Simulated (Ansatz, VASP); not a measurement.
**Nb in VASP and in Ansatz**

```
Nb
1.0
     2.83496    0.00000    0.00000
    -0.94499    2.67283    0.00000
     0.00000    0.00000   25.25890
Nb
5
Direct
  0.00000 0.00000 0.32025
  0.50000 0.50000 0.40822
  0.00000 0.00000 0.50000
  0.50000 0.50000 0.59178
  0.00000 0.00000 0.67975
```

Alike in both runs: functional PBEsol; k mesh 12 × 12 × 1; occupations fermi-dirac, width 0.1 eV; no spin polarisation.

Ansatz relaxed the structure, and its values are those at the end. VASP's run is a single point on that final structure, the one shown.

```csv
,VASP,Ansatz
version,VASP 6.6.1,Ansatz 0.2.0
potentials or method,"VASP PAW PBE potentials, release 64 (Nb_sv), cutoff 520 eV","all-electron LAPW, scalar-relativistic"
```

Ansatz gave:

```
rms of the force components (eV/Å) : 0.000
```

Task: What did VASP give for the same quantities?

Result: rms of the force components (eV/Å): 0.004.

VASP's potentials were made for PBE, not for PBEsol. Ansatz ran all-electron here, and VASP with PAW potentials.
